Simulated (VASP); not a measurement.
# Mo (Fd-3m) in VASP: a series of runs

Mo is run at these levels: RPBE; tasks: single point.

All numbers are computed with VASP 6.6.1; they aren't measurements. Logs are shortened: lines on timing, memory, paths and dates and some standing lists are left out, and cuts for length are marked.

**1. The cell of the first run**

The structure is cubic, space group Fd-3m (No. 227). Conventional cell: a = 5.651 Å, b = 5.651 Å, c = 5.651 Å, α = 90.00°, β = 90.00°, γ = 90.00°. Within 3.2 Å of Mo (site symmetry -43m) lie 4 Mo at 2.45 Å.

This isn't the form of Mo at room conditions, which is bcc.

**2. Single point, RPBE (22.56 Å³/atom)**

Input file INCAR:

```
PREC = Accurate
ENCUT = 520
EDIFF = 1E-6
ISMEAR = -1
SIGMA = 0.1
LREAL = False
LASPH = True
NELM = 100
ALGO = Normal
ISIF = 2
LWAVE = False
LCHARG = False
GGA = RP
NBANDS = 21
```

Input file KPOINTS:

```
Automatic mesh
0
Gamma
  11 11 11
```

Input file POSCAR:

```
Mo
1.0
    0.0000000000      2.8257474988      2.8257474988
    2.8257474988      0.0000000000      2.8257474988
    2.8257474988      2.8257474988      0.0000000000
Mo
2
Direct
    0.1250000000      0.1250000000      0.1250000000
    0.8750000000      0.8750000000      0.8750000000
```

Potentials or basis: VASP PAW PBE potentials, release 64 (Mo_sv).

Run with:

```bash
$ cat potpaw_PBE.64/Mo_sv/POTCAR > POTCAR
$ mpirun -np 1 vasp_std > vasp.out
```

OUTCAR:

```text
PREC = Accurate
   ENCUT = 520
   EDIFF = 1E-6
   ISMEAR = -1
   LREAL = False
   LASPH = True
   NELM = 100
   ISIF = 2
   GGA = RP

 ion  position               nearest neighbor table
   1  0.125  0.125  0.125-   2 2.45   2 2.45   2 2.45   2 2.45
   2  0.875  0.875  0.875-   1 2.45   1 2.45   1 2.45   1 2.45

  LATTYP: Found a face centered cubic cell.
 ALAT       =     5.6514949976

  Lattice vectors:

 A1 = (   0.0000000000,   2.8257474988,   2.8257474988)
 A2 = (   2.8257474988,   0.0000000000,   2.8257474988)
 A3 = (   2.8257474988,   2.8257474988,   0.0000000000)

Analysis of symmetry for initial positions (statically):
=====================================================================
 Subroutine PRICEL returns:
 Original cell was already a primitive cell.

 Routine SETGRP: Setting up the symmetry group for a
 face centered cubic supercell.

 Subroutine GETGRP returns: Found 48 space group operations
 (whereof 12 operations were pure point group operations)
 out of a pool of 48 trial point group operations.

The static configuration has the point symmetry D_3d.
 The point group associated with its full space group is O_h .

Analysis of symmetry for dynamics (positions and initial velocities):
=====================================================================
 Subroutine PRICEL returns:
 Original cell was already a primitive cell.

 Routine SETGRP: Setting up the symmetry group for a
 face centered cubic supercell.

 Subroutine GETGRP returns: Found 48 space group operations
 (whereof 12 operations were pure point group operations)
 out of a pool of 48 trial point group operations.

The dynamic configuration has the point symmetry D_3d.
 The point group associated with its full space group is O_h .

 Subroutine INISYM returns: Found 48 space group operations
 (whereof 12 operations are pure point group operations),
 and found     1 'primitive' translations

----------------------------------------------------------------------------------------

                                     Primitive cell

  volume of cell :      45.1263

  direct lattice vectors                    reciprocal lattice vectors
     0.000000000  2.825747499  2.825747499    -0.176944331  0.176944331  0.176944331
     2.825747499  0.000000000  2.825747499     0.176944331 -0.176944331  0.176944331
     2.825747499  2.825747499  0.000000000     0.176944331  0.176944331 -0.176944331

  length of vectors
     3.996210437  3.996210437  3.996210437     0.306476571  0.306476571  0.306476571

  position of ions in fractional coordinates (direct lattice)
     0.125000000  0.125000000  0.125000000
     0.875000000  0.875000000  0.875000000

  ion indices of the primitive-cell ions
   primitive index   ion index
                 1           1
                 2           2

----------------------------------------------------------------------------------------

 KPOINTS: Automatic mesh

Automatic generation of k-mesh.
 Grid dimensions read from file:
 generate k-points for:   11   11   11

 Generating k-lattice:

  Cartesian coordinates                     Fractional coordinates (reciprocal lattice)
    -0.016085848  0.016085848  0.016085848     0.090909091  0.000000000  0.000000000
     0.016085848 -0.016085848  0.016085848     0.000000000  0.090909091  0.000000000
     0.016085848  0.016085848 -0.016085848     0.000000000  0.000000000  0.090909091

  Length of vectors
     0.027861506  0.027861506  0.027861506

  Shift w.r.t. Gamma in fractional coordinates (k-lattice)
     0.000000000  0.000000000  0.000000000

 Subroutine IBZKPT returns following result:
 ===========================================

 Found     56 irreducible k-points:

 Following reciprocal coordinates:
            Coordinates               Weight
  0.000000  0.000000  0.000000      1.000000
  0.090909  0.000000  0.000000      8.000000
  0.181818  0.000000  0.000000      8.000000
  0.272727  0.000000  0.000000      8.000000
  0.363636  0.000000  0.000000      8.000000
  0.454545  0.000000  0.000000      8.000000
[... 16 lines left out ...]
 -0.272727  0.181818  0.000000     24.000000
 -0.181818  0.181818  0.000000     12.000000
 [... further k-points ...]
   k-points           NKPTS =     56   k-points in BZ     NKDIM =     56   number of bands    NBANDS=     21
   number of dos      NEDOS =    301   number of ions     NIONS =      2
   total plane-waves  NPLWV =  27000
   dimension x,y,z NGX =    30 NGY =   30 NGZ =   30
   dimension x,y,z NGXF=    60 NGYF=   60 NGZF=   60
   ions per type =               2
   NGX,Y,Z   is equivalent  to a cutoff of  12.48, 12.48, 12.48 a.u.
   NGXF,Y,Z  is equivalent  to a cutoff of  24.96, 24.96, 24.96 a.u.
 SYSTEM =  unknown system
   PREC   = accura    normal or accurate (medium, high low for compatibility)
   ISTART =      0    job   : 0-new  1-cont  2-samecut
   ICHARG =      2    charge: 1-file 2-atom 10-const
   ISPIN  =      1    spin polarized calculation?
   LNONCOLLINEAR =      F non collinear calculations
   LSORBIT =      F    spin-orbit coupling
   LASPH  =      T    aspherical Exc in radial PAW
   ENCUT  =  520.0 eV  38.22 Ry    6.18 a.u.   7.43  7.43  7.43*2*pi/ulx,y,z
   NELM   =    100;   NELMIN=  2; NELMDL= -5     # of ELM steps
   EDIFF  = 0.1E-05   stopping-criterion for ELM
   LREAL  =      F    real-space projection
   EDIFFG = 0.1E-04   stopping-criterion for IOM
   NSW    =      0    number of steps for IOM
   IBRION =     -1    ionic relax: 0-MD 1-quasi-New 2-CG
   NFREE  =      0    steps in history (QN), initial steepest desc. (CG)
   ISIF   =      2    stress and relaxation
   ISYM   =      2    0-nonsym 1-usesym 2-fastsym
   POTIM  = 0.5000    time-step for ionic-motion
   TEBEG  =    0.0;   TEEND  =   0.0 temperature during run
   PSTRESS=    0.0 pullay stress
   NELECT =      28.0000    total number of electrons
   NUPDOWN=      -1.0000    fix difference up-down
   EMIN   =  10.00;   EMAX   =-10.00  energy-range for DOS
   EFERMI =   0.00;   METHOD = LEGACY
   ISMEAR =    -1;   SIGMA  =   0.10  broadening in eV -4-tet -1-fermi 0-gaus
   EFERMI_NEDOS =   21; number of points for ismear=-14 and -15
   IALGO  =     38    algorithm
   IMIX   =      4    mixing-type and parameters
     AMIX     =   0.40;   BMIX     =  1.00
     AMIX_MAG =   1.60;   BMIX_MAG =  1.00
  volume/ion in A,a.u.               =      22.56       152.26
  Fermi-wavevector in a.u.,A,eV,Ry     =   1.396317  2.638657 26.527311  1.949702
  Thomas-Fermi vector in A             =   2.519683
   LORBIT       =      0    0 simple, 1 ext, 2 COOP (PROOUT), +10 PAW based schemes
   GGA     = RP    functional components
   LHFCALC =     F    Hartree Fock is set to
   AEXX    =    0.0000 exact exchange contribution
   IVDW    =     0    specifies the selected vdW correction
   LEPSILON=     F    determine dielectric tensor
   LRPA    =     F    only Hartree local field effects (RPA)
 non-spin polarized calculation
  energy-cutoff  :      520.00
  volume of cell :       45.13
 maximum number of plane-waves:      1243
 NGX is ok and might be reduce to    30
   NGX = 15   NGY = 15   NGZ = 15

 number of electron      28.0000003 magnetization

 Free energy of the ion-electron system (eV)
  ---------------------------------------------------
  ext. energy  EPLUGINS =         0.00000000
  ---------------------------------------------------
  free energy    TOTEN  =       -16.39803345 eV

  energy without entropy =      -16.30971015  energy(sigma->0) =      -16.35387180

 E-fermi :   7.1842     XC(G=0): -10.8568

 val. band max:        7.1776149356   @ k =  -0.4545   0.4545   0.0000
 cond. band min:       7.1846957802   @ k =   0.1818   0.1818   0.0000
 fundamental gap:      0.0070808445
 Fermi energy:         7.1841617996

 k-point     1 :       0.0000    0.0000    0.0000
  band No.  band energies     occupation
      1     -53.2838      2.00000
      2     -52.5570      2.00000
      3     -27.7012      2.00000
      4     -27.7012      2.00000
      5     -27.7012      2.00000
      6     -26.5413      2.00000
[... 13 lines left out ...]
     20      18.6354      0.00000
     21      19.3642      0.00000

 k-point     2 :       0.0909    0.0000    0.0000
  band No.  band energies     occupation
      1     -53.2731      2.00000
      2     -52.5683      2.00000
      3     -27.7133      2.00000
      4     -27.7133      2.00000
      5     -27.7005      2.00000
      6     -26.5419      2.00000
[... 13 lines left out ...]
     20      17.9152      0.00000
     21      19.4229      0.00000

 k-point     3 :       0.1818    0.0000    0.0000
  band No.  band energies     occupation
      1     -53.2428      2.00000
      2     -52.6007      2.00000
      3     -27.7443      2.00000
      4     -27.7443      2.00000
      5     -27.6989      2.00000
      6     -26.5430      2.00000
[... 13 lines left out ...]
     20      17.1269      0.00000
     21      18.1191      0.00000

 k-point     4 :       0.2727    0.0000    0.0000
  band No.  band energies     occupation
      1     -53.1976      2.00000
      2     -52.6484      2.00000
      3     -27.7826      2.00000
      4     -27.7826      2.00000
      5     -27.6979      2.00000
      6     -26.5429      2.00000
[... 13 lines left out ...]
     20      15.4281      0.00000
     21      17.2605      0.00000

 k-point     5 :       0.3636    0.0000    0.0000
  band No.  band energies     occupation
      1     -53.1479      2.00000
      2     -52.7006      2.00000
      3     -27.8157      2.00000
      4     -27.8157      2.00000
      5     -27.6980      2.00000
      6     -26.5416      2.00000
[... 13 lines left out ...]
     20      13.4910      0.00000
     21      17.0748      0.00000
[... 382 lines left out ...]
     20      11.9376      0.00000
     21      15.6382      0.00000

 k-point    22 :      -0.3636    0.1818    0.0000
  band No.  band energies     occupation
      1     -53.0858      2.00000
      2     -52.7650      2.00000
      3     -27.9492      2.00000
      4     -27.8537      2.00000
      5     -27.5241      2.00000
      6     -26.7100      2.00000
[... 13 lines left out ...]
     20      12.5448      0.00000
     21      15.4744      0.00000

 k-point    23 :      -0.2727    0.1818    0.0000
  band No.  band energies     occupation
      1     -53.1311      2.00000
      2     -52.7181      2.00000
      3     -27.9214      2.00000
      4     -27.8187      2.00000
      5     -27.5649      2.00000
      6     -26.6706      2.00000
[... 13 lines left out ...]
     20      14.1455      0.00000
     21      15.6561      0.00000

 k-point    24 :      -0.1818    0.1818    0.0000
  band No.  band energies     occupation
      1     -53.1805      2.00000
      2     -52.6665      2.00000
      3     -27.8697      2.00000
      4     -27.7807      2.00000
      5     -27.6162      2.00000
      6     -26.6222      2.00000
[... 13 lines left out ...]
     20      16.0194      0.00000
     21      16.2181      0.00000

 [... further k-points ...]

------------------------ aborting loop because EDIFF is reached ----------------------------------------

  FORCE on cell =-STRESS in cart. coord.  units (eV):
  Direction    XX          YY          ZZ          XY          YZ          ZX
  --------------------------------------------------------------------------------------
  -------------------------------------------------------------------------------------
  Total        1.3615795      1.3615795      1.3615795      0.0000000      0.0000000      0.0000000
  in kB       48.3418807     48.3418807     48.3418807      0.0000000      0.0000000      0.0000000
  external PRESSURE =      48.3418807 kB  Pullay stress =       0.0000000 kB

 VOLUME and BASIS-vectors are now :
 -----------------------------------------------------------------------------
  energy-cutoff  :      520.00
  volume of cell :       45.13
      direct lattice vectors                 reciprocal lattice vectors
     0.000000000  2.825747499  2.825747499    -0.176944331  0.176944331  0.176944331
     2.825747499  0.000000000  2.825747499     0.176944331 -0.176944331  0.176944331
     2.825747499  2.825747499  0.000000000     0.176944331  0.176944331 -0.176944331

 POSITION                                       TOTAL-FORCE (eV/Angst)
 -----------------------------------------------------------------------------------
      0.70644      0.70644      0.70644        -0.000000     -0.000000      0.000000
      4.94506      4.94506      4.94506         0.000000      0.000000      0.000000
 -----------------------------------------------------------------------------------
    total drift:                               -0.000000      0.000000      0.000000

  FREE ENERGIE OF THE ION-ELECTRON SYSTEM (eV)
  ---------------------------------------------------
  free  energy   TOTEN  =       -16.3980334519 eV

  energy  without entropy=      -16.3097101472  energy(sigma->0) =      -16.35387180
```

Wall time 75 s (1 thread of Intel Xeon 8259CL, shared host); peak memory 0.19 GiB.

Results:

* Free energy: -16.3980 eV
* Pressure: 4.8 GPa
* Band gap on the k mesh: zero (bands 14 and 15 overlap by 0.45 eV)

Caveat: the cell stands under pressure; the PAW data sets were made with another functional, which shifts forces and pressure a little.

**3. Single point, RPBE (23.50 Å³/atom)**

This run uses another cell than the first one, of 23.50 Å³/atom.

Input file INCAR:

```
SYSTEM = Mo
PREC     = Accurate       ! precision mode
ENCUT    = 520            ! plane-wave cutoff, eV
EDIFF    = 1E-6           ! SCF threshold, eV
ISMEAR   = -1             ! smearing method
SIGMA    = 0.1            ! smearing width, eV
LREAL    = .False.        ! projectors in reciprocal space
LASPH    = .True.         ! aspherical terms in the spheres
NELM     = 100            ! most SCF steps
ALGO     = Normal         ! electronic algorithm
ISIF     = 2              ! what is computed and relaxed
LWAVE    = .False.        ! write WAVECAR
LCHARG   = .False.        ! write CHGCAR
GGA      = RP             ! functional
NBANDS   = 21             ! bands
```

Input file KPOINTS:

```
Automatic mesh
0
Gamma
  11 11 11
  0 0 0
```

Input file POSCAR:

```
Mo
1.0
    0.0000000000      2.8644611793      2.8644611793
    2.8644611793      0.0000000000      2.8644611793
    2.8644611793      2.8644611793      0.0000000000
Mo
2
Direct
    0.1250000000      0.1250000000      0.1250000000
    0.8750000000      0.8750000000      0.8750000000
```

Potentials or basis: VASP PAW PBE potentials, release 64 (Mo_sv).

Run with:

```bash
$ cat potpaw_PBE.64/Mo_sv/POTCAR > POTCAR
$ mpirun -np 1 vasp_std > vasp.out
```

OUTCAR:

```text
SYSTEM = Mo
   PREC = Accurate
   ENCUT = 520
   EDIFF = 1E-6
   ISMEAR = -1
   LREAL = .False.
   LASPH = .True.
   NELM = 100
   ISIF = 2
   GGA = RP

 ion  position               nearest neighbor table
   1  0.125  0.125  0.125-   2 2.48   2 2.48   2 2.48   2 2.48
   2  0.875  0.875  0.875-   1 2.48   1 2.48   1 2.48   1 2.48

  LATTYP: Found a face centered cubic cell.
 ALAT       =     5.7289223586

  Lattice vectors:

 A1 = (   0.0000000000,   2.8644611793,   2.8644611793)
 A2 = (   2.8644611793,   0.0000000000,   2.8644611793)
 A3 = (   2.8644611793,   2.8644611793,   0.0000000000)

Analysis of symmetry for initial positions (statically):
=====================================================================
 Subroutine PRICEL returns:
 Original cell was already a primitive cell.

 Routine SETGRP: Setting up the symmetry group for a
 face centered cubic supercell.

 Subroutine GETGRP returns: Found 48 space group operations
 (whereof 12 operations were pure point group operations)
[... 161 lines left out ...]
  ---------------------------------------------------
  free energy    TOTEN  =       -16.42817141 eV

  energy without entropy =      -16.33456413  energy(sigma->0) =      -16.38136777

 E-fermi :   6.7204     XC(G=0): -10.6534

 val. band max:        6.7188370727   @ k =  -0.1818   0.2727   0.0909
 cond. band min:       6.7329315121   @ k =  -0.2727   0.2727   0.0000
 fundamental gap:      0.0140944394
 Fermi energy:         6.7203901405

 k-point     1 :       0.0000    0.0000    0.0000
  band No.  band energies     occupation
      1     -53.7104      2.00000
      2     -53.0789      2.00000
      3     -28.0991      2.00000
      4     -28.0991      2.00000
      5     -28.0991      2.00000
      6     -27.0536      2.00000
[... 565 lines left out ...]
     20      15.2113      0.00000
     21      15.4189      0.00000

 [... further k-points ...]

------------------------ aborting loop because EDIFF is reached ----------------------------------------

  FORCE on cell =-STRESS in cart. coord.  units (eV):
  Direction    XX          YY          ZZ          XY          YZ          ZX
  --------------------------------------------------------------------------------------
  -------------------------------------------------------------------------------------
  Total        0.0934239      0.0934239      0.0934239     -0.0000000      0.0000000      0.0000000
  in kB        3.1842707      3.1842707      3.1842707     -0.0000000      0.0000000      0.0000000
  external PRESSURE =       3.1842707 kB  Pullay stress =       0.0000000 kB

 VOLUME and BASIS-vectors are now :
 -----------------------------------------------------------------------------
  energy-cutoff  :      520.00
  volume of cell :       47.01
      direct lattice vectors                 reciprocal lattice vectors
     0.000000000  2.864461179  2.864461179    -0.174552898  0.174552898  0.174552898
     2.864461179  0.000000000  2.864461179     0.174552898 -0.174552898  0.174552898
     2.864461179  2.864461179  0.000000000     0.174552898  0.174552898 -0.174552898

 POSITION                                       TOTAL-FORCE (eV/Angst)
 -----------------------------------------------------------------------------------
      0.71612      0.71612      0.71612        -0.000000      0.000000      0.000000
      5.01281      5.01281      5.01281         0.000000     -0.000000     -0.000000
 -----------------------------------------------------------------------------------
    total drift:                               -0.000000      0.000000      0.000000

  FREE ENERGIE OF THE ION-ELECTRON SYSTEM (eV)
  ---------------------------------------------------
  free  energy   TOTEN  =       -16.4281714061 eV

  energy  without entropy=      -16.3345641266  energy(sigma->0) =      -16.38136777
```

OSZICAR:

```text
N       E                     dE             d eps       ncg     rms          rms(c)
DAV:   1     0.297993685143E+03    0.29799E+03   -0.17887E+04  2368   0.133E+03
DAV:   2    -0.102888057074E+02   -0.30828E+03   -0.30069E+03  2705   0.416E+02
DAV:   3    -0.165929807265E+02   -0.63042E+01   -0.61813E+01  2806   0.603E+01
DAV:   4    -0.166408765989E+02   -0.47896E-01   -0.47803E-01  2577   0.537E+00
DAV:   5    -0.166413386744E+02   -0.46208E-03   -0.46197E-03  2769   0.511E-01    0.114E+01
DAV:   6    -0.164474938175E+02    0.19384E+00   -0.56551E-01  2527   0.613E+00    0.465E+00
DAV:   7    -0.164292523910E+02    0.18241E-01   -0.75335E-02  2707   0.253E+00    0.119E+00
DAV:   8    -0.164280130179E+02    0.12394E-02   -0.10783E-02  2482   0.778E-01    0.131E-01
DAV:   9    -0.164281275592E+02   -0.11454E-03   -0.15873E-04  2731   0.102E-01    0.473E-02
DAV:  10    -0.164281715290E+02   -0.43970E-04   -0.34069E-05  2592   0.512E-02    0.945E-03
DAV:  11    -0.164281714061E+02    0.12291E-06   -0.12802E-06  2176   0.730E-03
   1 F= -.16428171E+02 E0= -.16381368E+02  d E =-.936073E-01
```

Wall time 83 s (1 thread of Intel Xeon 8259CL, shared host); peak memory 0.19 GiB.

Results:

| Quantity | Value |
| --- | --- |
| Free energy | -16.4282 eV |
| Pressure | 0.3 GPa |
| Band gap on the k mesh | zero (bands 14 and 15 overlap by 0.46 eV) |

Levels at points of the mesh, in eV from the Fermi level:
```csv
k point,band 11,band 12,band 13,band 14,band 15,band 16,band 17,band 18
"(0.00, 0.00, 0.00)",-2.10,-1.30,-1.30,-1.30,1.30,1.30,1.30,4.25
```

Caveat: the PAW data sets were made with another functional, which shifts forces and pressure a little.
